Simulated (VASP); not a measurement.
Set up this calculation in VASP 6.6.1, as the native input.

| Property | Result |
| --- | --- |
| Task | single point |
| Functional | PBE |
| Potentials or basis | VASP PAW PBE potentials, release 64 (Ge_d) |
| Cutoff | 520 eV |
| k mesh | 8 × 4 × 4 |
| Occupations | gaussian, width 0.2 eV |
| Spin | no spin polarisation |
| Dipole correction | no |
| Further INCAR settings | ALGO = Normal; EDIFF = 1e-06; NBANDS = 36 |

The structure of Ge lies in POSCAR:

```
Ge
1.0
   -1.3314553049     -1.3317898080      1.8619965554
    4.9943669832     -2.1114984956      2.0609648314
   -2.1084959441      4.9927852457      2.0630457216
Ge
4
Direct
    0.7500972877      0.2492698036      0.2496628321
    0.7500660132      0.7493730411      0.2503352457
   -0.2501515109      0.2506208941      0.7498356307
    0.7499882100      0.7507362612      0.7501662914
```

This isn't the form of Ge at room conditions, which is diamond.

These files were run (other wordings do the same):

INCAR

```
ALGO     = Normal         # electronic algorithm
EDIFF    = 1E-6           # SCF threshold, eV
ENCUT    = 520            # plane-wave cutoff, eV
GGA      = PE             # functional
ISIF     = 2              # what is computed and relaxed
ISMEAR   = 0              # smearing method
LASPH    = True           # aspherical terms in the spheres
LCHARG   = False          # write CHGCAR
LREAL    = False          # projectors in reciprocal space
LWAVE    = False          # write WAVECAR
NBANDS   = 36             # bands
NELM     = 80             # most SCF steps
PREC     = Accurate       # precision mode
SIGMA    = 0.2            # smearing width, eV
```

KPOINTS

```
k-points
0
Gamma
  8 4 4
```

Potentials or basis: VASP PAW PBE potentials, release 64 (Ge_d).

Command:

```console
$ cat potpaw_PBE.64/Ge_d/POTCAR > POTCAR
$ mpirun -np 1 vasp_std > vasp.out
```

It gave:

```
Pressure               : 0.0 GPa
Largest force          : 0.004 eV/Å
Band gap on the k mesh : zero (bands 28 and 29 overlap by 5.88 eV)
```

It took 2.7 min on 1 thread of Intel(R) Xeon(R) Platinum 8375C CPU @ 2.90GHz (Ice Lake), with other jobs on the host, peak memory 0.28 GiB.
